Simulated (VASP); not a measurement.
# TiN (Fm-3m) in VASP: notebook, part 2 of 2

VASP 6.6.1. The steps go on from the part before.

### Step 4. Single point, PBE (9.00 Å³/atom)

This run uses another cell than the first one, of 9.00 Å³/atom.

INCAR reads:

```
ALGO = Normal
EDIFF = 1E-7
ENCUT = 520
GGA = PE
ISIF = 2
ISMEAR = 0
LASPH = T
LCHARG = F
LREAL = F
LWAVE = F
NBANDS = 16
NELM = 60
PREC = Accurate
SIGMA = 0.1
```

KPOINTS reads:

```
k-points
0
Gamma
  18 18 18
```

POSCAR reads:

```
TiN
1.0
    0.0000000000      2.0800192086      2.0800192086
    2.0800192086      0.0000000000      2.0800192086
    2.0800192086      2.0800192086      0.0000000000
Ti N
1 1
Direct
    0.0000000000      0.0000000000      0.0000000000
    0.5000000000      0.5000000000      0.5000000000
```

Started as:

```console
$ cat potpaw_PBE.64/Ti_sv/POTCAR potpaw_PBE.64/N/POTCAR > POTCAR
$ mpirun -np 1 vasp_std > vasp.out
```

Wall time 93 s (1 thread of Intel Xeon 8259CL, shared host); peak memory 0.19 GiB.

It converged, with:

```yaml
Free_energy: -19.5673 eV
Pressure: 20.1 GPa
Band_gap_on_the_k_mesh: zero (an odd number of electrons rules out a gap without spin polarisation)
```

Levels at points of the mesh, in eV from the Fermi level:
| k point | band 6 | band 7 | band 8 | band 9 | band 10 | band 11 | band 12 | band 13 |
| --- | --- | --- | --- | --- | --- | --- | --- | --- |
| (0.00, 0.00, 0.00) | -2.13 | -2.13 | -2.13 | -0.67 | -0.67 | -0.67 | 0.63 | 0.63 |
| (0.50, 0.00, 0.00) | -8.46 | -5.80 | -5.80 | 1.85 | 1.85 | 2.58 | 6.20 | 6.20 |
| (0.50, 0.50, 0.00) | -5.97 | -3.33 | -3.32 | -3.32 | 1.79 | 2.61 | 2.61 | 4.05 |

Caveat: the cell stands under pressure.

### Step 5. Single point, PBE (9.29 Å³/atom)

This run uses another cell than the first one, of 9.29 Å³/atom.

INCAR reads:

```
ALGO = Normal ; EDIFF = 1E-7
ENCUT = 520 ; GGA = PE
ISIF = 2 ; ISMEAR = 0
LASPH = T ; LCHARG = T
LELF = T ; LREAL = F
LVHAR = T ; LWAVE = F
NBANDS = 16 ; NELM = 60
PREC = Accurate ; SIGMA = 0.1
```

KPOINTS is that of step 4.

POSCAR reads:

```
TiN
1.0
    0.0000000000      2.1019157567      2.1019157567
    2.1019157567      0.0000000000      2.1019157567
    2.1019157567      2.1019157567      0.0000000000
Ti N
1 1
Direct
    0.0000000000      0.0000000000      0.0000000000
    0.5000000000      0.5000000000      0.5000000000
```

Potentials or basis: VASP PAW PBE potentials, release 64 (Ti_sv, N).

Started as:

```console
$ cat potpaw_PBE.64/Ti_sv/POTCAR potpaw_PBE.64/N/POTCAR > POTCAR
$ mpirun -np 1 vasp_std > vasp.out
```

OUTCAR:

```text
EDIFF = 1E-7
   ENCUT = 520
   GGA = PE
   ISIF = 2
   ISMEAR = 0
   LASPH = T
   LREAL = F
   NELM = 60
   PREC = Accurate

 ion  position               nearest neighbor table
   1  0.000  0.000  0.000-   2 2.10   2 2.10   2 2.10   2 2.10   2 2.10   2 2.10
   2  0.500  0.500  0.500-   1 2.10   1 2.10   1 2.10   1 2.10   1 2.10   1 2.10

  LATTYP: Found a face centered cubic cell.
 ALAT       =     4.2038315134

  Lattice vectors:

 A1 = (   0.0000000000,   2.1019157567,   2.1019157567)
 A2 = (   2.1019157567,   0.0000000000,   2.1019157567)
 A3 = (   2.1019157567,   2.1019157567,   0.0000000000)

Analysis of symmetry for initial positions (statically):
=====================================================================
 Subroutine PRICEL returns:
 Original cell was already a primitive cell.

 Routine SETGRP: Setting up the symmetry group for a
 face centered cubic supercell.

 Subroutine GETGRP returns: Found 48 space group operations
 (whereof 48 operations were pure point group operations)
 out of a pool of 48 trial point group operations.

The static configuration has the point symmetry O_h .

Analysis of symmetry for dynamics (positions and initial velocities):
[... 160 lines left out ...]
 E-fermi :  11.8205     XC(G=0): -13.1695

 val. band max:       11.7871510188   @ k =  -0.1667   0.1111   0.0000
 cond. band min:      11.8266850270   @ k =   0.1111   0.0556   0.0000
 fundamental gap:      0.0395340082
 Fermi energy:        11.8204856600

 k-point     1 :       0.0000    0.0000    0.0000
  band No.  band energies     occupation
      1     -46.0139      2.00000
      2     -21.9729      2.00000
      3     -21.9729      2.00000
      4     -21.9729      2.00000
      5      -5.4520      2.00000
      6       9.7371      2.00000
[... 433 lines left out ...]
      3     -22.0254      2.00000
      4     -21.9925      2.00000
      5      -4.3650      2.00000
      6       6.2415      2.00000
[... 8 lines left out ...]
     15      24.9810      0.00000
     16      29.2023      0.00000

 [... further k-points ...]

------------------------ aborting loop because EDIFF is reached ----------------------------------------

  FORCE on cell =-STRESS in cart. coord.  units (eV):
  Direction    XX          YY          ZZ          XY          YZ          ZX
  --------------------------------------------------------------------------------------
  -------------------------------------------------------------------------------------
  Total        1.1035483      1.1035483      1.1035483      0.0000000      0.0000000      0.0000000
  in kB       95.1976053     95.1976053     95.1976053      0.0000000      0.0000000      0.0000000
  external PRESSURE =      95.1976053 kB  Pullay stress =       0.0000000 kB

 VOLUME and BASIS-vectors are now :
 -----------------------------------------------------------------------------
  energy-cutoff  :      520.00
  volume of cell :       18.57
      direct lattice vectors                 reciprocal lattice vectors
     0.000000000  2.101915757  2.101915757    -0.237878230  0.237878230  0.237878230
     2.101915757  0.000000000  2.101915757     0.237878230 -0.237878230  0.237878230
     2.101915757  2.101915757  0.000000000     0.237878230  0.237878230 -0.237878230

 POSITION                                       TOTAL-FORCE (eV/Angst)
 -----------------------------------------------------------------------------------
      0.00000      0.00000      0.00000         0.000000      0.000000      0.000000
      2.10192      2.10192      2.10192        -0.000000      0.000000     -0.000000
 -----------------------------------------------------------------------------------
    total drift:                                0.000000     -0.000000     -0.000000

  FREE ENERGIE OF THE ION-ELECTRON SYSTEM (eV)
  ---------------------------------------------------
  free  energy   TOTEN  =       -19.6204193964 eV

  energy  without entropy=      -19.6163421157  energy(sigma->0) =      -19.61838076
```

OSZICAR:

```text
N       E                     dE             d eps       ncg     rms          rms(c)
DAV:   1     0.131746536791E+03    0.13175E+03   -0.83079E+03  6272   0.127E+03
DAV:   2    -0.170142311475E+02   -0.14876E+03   -0.13908E+03  6976   0.346E+02
DAV:   3    -0.245950804361E+02   -0.75808E+01   -0.75248E+01  8048   0.812E+01
DAV:   4    -0.247534265040E+02   -0.15835E+00   -0.15825E+00  7456   0.112E+01
DAV:   5    -0.247568250677E+02   -0.33986E-02   -0.33985E-02  7496   0.147E+00    0.188E+01
DAV:   6    -0.199659578347E+02    0.47909E+01   -0.12710E+01  8200   0.540E+01    0.689E+00
DAV:   7    -0.196532718814E+02    0.31269E+00   -0.15639E+00  7280   0.157E+01    0.516E+00
DAV:   8    -0.198391578294E+02   -0.18589E+00   -0.93432E-01  8784   0.144E+01    0.591E+00
DAV:   9    -0.196299569145E+02    0.20920E+00   -0.28438E-01  7256   0.836E+00    0.159E+00
DAV:  10    -0.196231330630E+02    0.68239E-02   -0.31258E-02  7800   0.203E+00    0.379E-01
DAV:  11    -0.196204426240E+02    0.26904E-02   -0.44589E-03  8912   0.774E-01    0.154E-01
DAV:  12    -0.196204350394E+02    0.75847E-05   -0.37137E-04  6824   0.182E-01    0.546E-02
DAV:  13    -0.196204232718E+02    0.11768E-04   -0.91432E-05  7536   0.147E-01    0.182E-02
DAV:  14    -0.196204196219E+02    0.36499E-05   -0.77015E-06  7536   0.345E-02    0.893E-03
DAV:  15    -0.196204193855E+02    0.23641E-06   -0.13735E-06  7664   0.837E-03    0.568E-03
DAV:  16    -0.196204193964E+02   -0.10920E-07   -0.15588E-07  6928   0.438E-03
   1 F= -.19620419E+02 E0= -.19618381E+02  d E =-.407728E-02
```

Run time: 85 s. Hardware: 1 thread of Intel Xeon 8259CL, shared host; peak memory 0.19 GiB.

What came out:

* Free energy: -19.6204 eV
* Pressure: 9.5 GPa
* Band gap on the k mesh: zero (an odd number of electrons rules out a gap without spin polarisation)

Levels at points of the mesh, in eV from the Fermi level:
| k point | band 6 | band 7 | band 8 | band 9 | band 10 | band 11 | band 12 | band 13 |
| --- | --- | --- | --- | --- | --- | --- | --- | --- |
| (0.00, 0.00, 0.00) | -2.08 | -2.08 | -2.08 | -0.64 | -0.64 | -0.64 | 0.60 | 0.60 |
| (0.50, 0.00, 0.00) | -8.25 | -5.63 | -5.63 | 1.75 | 1.75 | 2.45 | 5.94 | 5.94 |
| (0.50, 0.50, 0.00) | -5.90 | -3.28 | -3.28 | -3.18 | 1.71 | 2.48 | 2.48 | 3.80 |

Caveat: the cell stands under pressure.

### Step 6. Single point, PBE

This run uses another cell than the first one, of 9.51 Å³/atom.

INCAR reads:

```
SYSTEM = TiN
PREC     = Accurate       ! precision mode
ENCUT    = 520            ! plane-wave cutoff, eV
EDIFF    = 1E-6           ! SCF threshold, eV
ISMEAR   = 0              ! smearing method
SIGMA    = 0.1            ! smearing width, eV
LREAL    = .FALSE.        ! projectors in reciprocal space
LASPH    = .TRUE.         ! aspherical terms in the spheres
NELM     = 80             ! most SCF steps
ALGO     = Normal         ! electronic algorithm
ISIF     = 2              ! what is computed and relaxed
LWAVE    = .FALSE.        ! write WAVECAR
LCHARG   = .FALSE.        ! write CHGCAR
GGA      = PE             ! functional
NBANDS   = 16             ! bands
```

KPOINTS reads:

```
regular mesh
0
G
  18 18 18
  0 0 0
```

POSCAR reads:

```
TiN
1.0
    0.0000000000      2.1190000000      2.1190000000
    2.1190000000      0.0000000000      2.1190000000
    2.1190000000      2.1190000000      0.0000000000
Ti N
1 1
Direct
    0.0000000000      0.0000000000      0.0000000000
    0.5000000000      0.5000000000      0.5000000000
```

Potentials or basis: VASP PAW PBE potentials, release 64 (Ti_sv, N).

Started as:

```console
$ cat potpaw_PBE.64/Ti_sv/POTCAR potpaw_PBE.64/N/POTCAR > POTCAR
$ mpirun -np 1 vasp_std > vasp.out
```

Run time: 71 s. Hardware: 1 thread of Intel Xeon 8259CL, shared host; peak memory 0.18 GiB.

It converged, with:

```
Free energy            : -19.6374 eV
Pressure               : 2.2 GPa
Band gap on the k mesh : zero (an odd number of electrons rules out a gap without spin polarisation)
```

Levels at points of the mesh, in eV from the Fermi level:
```
           k point  band 7  band 8  band 9  band 10  band 11  band 12
(0.00, 0.00, 0.00)   -2.05   -2.05   -0.62    -0.62    -0.62     0.58
(0.50, 0.00, 0.00)   -5.49   -5.49    1.69     1.69     2.36     5.75
(0.50, 0.50, 0.00)   -3.24   -3.24   -3.08     1.64     2.39     2.39
```

### Step 7. Overview

```csv
cell,gap on the mesh (eV),pressure (GPa)
"a = 2.878 Å, angles 60.0°, 2 atoms",none,47.0
"a = 2.910 Å, angles 60.0°, 2 atoms",none,32.4
"a = 2.942 Å, angles 60.0°, 2 atoms",none,20.1
"a = 2.973 Å, angles 60.0°, 2 atoms",none,9.5
"a = 2.997 Å, angles 60.0°, 2 atoms",none,2.2
```

Alike in all rows: task single point; level PBE; potentials or basis VASP PAW PBE potentials, release 64 (Ti_sv, N); no spin polarisation; k mesh 18 × 18 × 18; cutoff (eV) 520; smearing gaussian 0.1 eV.

Caveats: the cell stands under pressure (at least some runs).

Total energies depend on the potentials used, so only differences within one code and one set of settings carry meaning.
